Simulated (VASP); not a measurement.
Set up this calculation in VASP 6.6.1, as the native input.

```
Task                   : single point
Functional             : r2SCAN
Potentials or basis    : VASP PAW PBE potentials, release 64 (Li_sv, F)
Cutoff                 : 520 eV
k mesh                 : 10 × 10 × 10
Occupations            : gaussian, width 0.05 eV
Spin                   : no spin polarisation
Dipole correction      : no
Further INCAR settings : ALGO = Normal; EDIFF = 1e-06; NBANDS = 12
```

The system is LiF.

```
CELL_PARAMETERS angstrom
2.76430 0.00000 0.00000
0.00000 2.76430 0.00000
0.00000 0.00000 2.76430
ATOMIC_POSITIONS crystal
Li 0.00000 0.00000 0.00000
F 0.50000 0.50000 0.50000
```

This cell differs from its parent crystal: strain +0.080 along x and y, +0.080 along z.

These files were run (other wordings do the same):

POSCAR

```
LiF
1.0
    2.7642956400      0.0000000000      0.0000000000
    0.0000000000      2.7642956400      0.0000000000
    0.0000000000      0.0000000000      2.7642956400
Li F
1 1
Direct
    0.0000000000      0.0000000000      0.0000000000
    0.5000000000      0.5000000000      0.5000000000
```

INCAR.step1

```
SYSTEM = LiF
ALGO     = Normal         ! electronic algorithm
EDIFF    = 1E-4           ! SCF threshold, eV
ENCUT    = 520            ! plane-wave cutoff, eV
GGA      = PE             ! functional
ISMEAR   = 0              ! smearing method
LASPH    = .TRUE.         ! aspherical terms in the spheres
LCHARG   = .FALSE.        ! write CHGCAR
LREAL    = .FALSE.        ! projectors in reciprocal space
LWAVE    = .TRUE.         ! write WAVECAR
NBANDS   = 12             ! bands
NELM     = 60             ! most SCF steps
PREC     = Accurate       ! precision mode
SIGMA    = 0.05           ! smearing width, eV
```

INCAR.step2

```
SYSTEM = LiF
ALGO     = Normal         ! electronic algorithm
EDIFF    = 1E-6           ! SCF threshold, eV
ENCUT    = 520            ! plane-wave cutoff, eV
ISIF     = 2              ! what is computed and relaxed
ISMEAR   = 0              ! smearing method
ISTART   = 1            
LASPH    = .TRUE.         ! aspherical terms in the spheres
LCHARG   = .FALSE.        ! write CHGCAR
LMIXTAU  = .TRUE.       
LREAL    = .FALSE.        ! projectors in reciprocal space
LWAVE    = .FALSE.        ! write WAVECAR
METAGGA  = R2SCAN         ! meta-GGA
NBANDS   = 12             ! bands
NELM     = 60             ! most SCF steps
PREC     = Accurate       ! precision mode
SIGMA    = 0.05           ! smearing width, eV
```

KPOINTS

```
k-points
0
G
  10 10 10
  0 0 0
```

Potentials or basis: VASP PAW PBE potentials, release 64 (Li_sv, F).

The run is started by

```console
$ cat potpaw_PBE.64/Li_sv/POTCAR potpaw_PBE.64/F/POTCAR > POTCAR
$ cp INCAR.step1 INCAR
$ mpirun -np 1 vasp_std > vasp.out
$ cp INCAR.step2 INCAR
$ mpirun -np 1 vasp_std > vasp.out
```

Results of the run:

The band gap on the k mesh is 6.97 eV, indirect (least direct gap 7.45 eV).

Caveat: the cell differs from its parent crystal (strain +0.080 along x and y, +0.080 along z).

Run time: 64 s on 1 thread of Intel Xeon 8259CL, on a shared host, peak memory 0.14 GiB.
